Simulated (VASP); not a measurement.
AlGa7N8:

```xyz
16
Lattice="0.0000 0.0000 -5.1615 3.1713 5.4928 0.0000 3.1713 -5.4928 0.0000" Properties=species:S:1:pos:R:3 pbc="T T T"
Al    1.5856   -0.9155   -0.0082
Ga    3.1740   -3.6603   -0.0059
Ga    3.1685    1.8325   -0.0059
Ga    4.7569   -0.9186   -0.0059
Ga    3.1637   -1.8266   -2.5838
Ga    1.5856    0.9068   -2.5838
Ga    4.7569    0.9155   -2.5859
Ga    3.1788    3.6662   -2.5838
N     1.5856   -0.9155   -3.2699
N     3.1740   -3.6603   -3.2166
N     3.1686    1.8325   -3.2166
N     4.7569   -0.9186   -3.2166
N     3.1391   -1.8124   -0.6283
N     1.5856    0.8783   -0.6283
N     4.7569    0.9155   -0.6393
N     3.2034    3.6804   -0.6283
```

Base run:

* Program: VASP 6.6.1
* Functional: TB-mBJ
* Potentials or basis: VASP PAW PBE potentials, release 64 (Al, Ga_d, N)
* Cutoff: 520 eV
* k mesh: 6 × 6 × 5
* Occupations: gaussian, width 0.03 eV
* Spin: no spin polarisation

Its results: band gap on the k mesh 3.36 eV.

Task: The run is repeated on the same cell with these changes: functional from TB-mBJ to PBEsol. What comes out?

Result: Band gap on the k mesh 2.17 eV.
